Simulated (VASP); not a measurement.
## Bi: single point with PBEsol

Bi:

```
Bi
1.0
    -1.94864    1.94864    1.94864
     1.94864   -1.94864    1.94864
     1.94864    1.94864   -1.94864
Bi
1
Cartesian
  0.0000 0.0000 0.0000
```

This cell differs from its parent crystal: strained.

- Program: VASP 6.6.1
- Task: single point
- Functional: PBEsol
- Potentials or basis: VASP PAW PBE potentials, release 64 (Bi_d)
- Cutoff: 520 eV
- k mesh: 16 × 16 × 16
- Occupations: gaussian, width 0.1 eV
- Spin: no spin polarisation
- Dipole correction: no
- Further INCAR settings: ALGO = Normal; EDIFF = 1e-06; NBANDS = 14

The pressure is 0.7 GPa and the band gap on the k mesh is zero (an odd number of electrons rules out a gap without spin polarisation).

Levels at points of the mesh, in eV from the Fermi level:
```csv
k point,band 4,band 5,band 6,band 7,band 8,band 9,band 10,band 11
"(0.00, 0.00, 0.00)",-22.82,-22.82,-13.88,5.50,5.50,5.50,9.78,10.50
"(0.50, 0.00, 0.00)",-22.83,-22.73,-10.53,-5.37,1.69,3.60,6.16,7.72
"(0.50, 0.50, 0.50)",-22.75,-22.75,-8.20,-1.90,-1.90,-1.90,3.49,3.49
```

Run time: 32 s on 1 thread of AMD EPYC 9R14 (Zen 4), on a shared host, peak memory 0.16 GiB.

Caveat: the cell differs from its parent crystal (strained); the PAW data sets were made with another functional, which shifts forces and pressure a little; spin-orbit coupling is left out, which moves the levels of the heavy elements.
